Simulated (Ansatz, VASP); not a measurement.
# Two plane-wave programs on Ti

File INCAR:

```
SYSTEM = Ti
PREC     = Accurate       ! precision mode
ENCUT    = 520            ! plane-wave cutoff, eV
EDIFF    = 1E-6           ! SCF threshold, eV
ISMEAR   = 0              ! smearing method
SIGMA    = 0.15           ! smearing width, eV
LREAL    = .False.        ! projectors in reciprocal space
LASPH    = .True.         ! aspherical terms in the spheres
NELM     = 60             ! most SCF steps
ALGO     = Fast           ! electronic algorithm
ISIF     = 2              ! what is computed and relaxed
LWAVE    = .False.        ! write WAVECAR
LCHARG   = .False.        ! write CHGCAR
GGA      = PS             ! functional
NBANDS   = 19             ! bands
```

KPOINTS

```
regular mesh
0
Gamma
  18 18 10
  0 0 0
```

Contents of POSCAR:

```
Ti
1.0
    2.8639354726      0.0000000000      0.0000000000
   -1.4319677363      2.4802408741      0.0000000000
    0.0000000000      0.0000000000      4.5334257819
Ti
2
Direct
    0.2526489037      0.6666666667      0.2500000000
    0.7473510963      0.3333333333      0.7500000000
```

Input for Ansatz:

```yaml
crystal:
  lattice:
    - [2.8639354726, 0.0, 0.0]
    - [-1.4319677363, 2.4802408741, 0.0]
    - [0.0, 0.0, 4.5334257819]
  atoms:
    - { symbol: Ti, position: [0.2526489037, 0.6666666667, 0.25] }
    - { symbol: Ti, position: [0.7473510963, 0.3333333333, 0.75] }
basis:
  ecutwfc: 520.0
kpoints:
  mp_grid: { grid: [18, 18, 10] }
hamiltonian:
  xc: pbesol
  pseudopotentials: { kind: paw, azcp: { folder: soft_1 } }
scf:
  occupations: { method: gaussian, width: 0.15 }
output:
  forces: true
  stress: true
  eigenvalues: true
```

Change from the starting cell: mode 4 frozen in at -0.234 Å, equal normal strain along x, y and z -0.0125.

Alike in both runs: task single point; functional PBEsol; k mesh 18 × 18 × 10; occupations gaussian, width 0.15 eV; no spin polarisation.

```csv
,VASP,Ansatz
version,VASP 6.6.1,Ansatz 0.2.0
potentials or method,"VASP PAW PBE potentials, release 64 (Ti_sv), cutoff 520 eV","scalar-relativistic, plane waves, PAW"
valence electrons in the cell,24,24
```

Ansatz gave:

| Item | Value |
| --- | --- |
| gap on the k mesh at the Fermi level (eV) | none |
| pressure (GPa) | 3.4 |
| traceless stress, the component that is largest in VASP (GPa) | 4.21 |
| rms of the force components (eV/Å) | 0.214 |

**Question.** What did VASP give for the same quantities?

**Answer.** gap on the k mesh at the Fermi level (eV): none; pressure (GPa): 2.8; traceless stress, the component that is largest in VASP (GPa): 4.12; rms of the force components (eV/Å): 0.217.

VASP's potentials were made for PBE, not for PBEsol, and Ansatz warns of the same on its side. Atom by atom the forces differ by 0.005 eV/Å (rms over components). A gap of «none» marks a metal or a gap that the smearing closes.
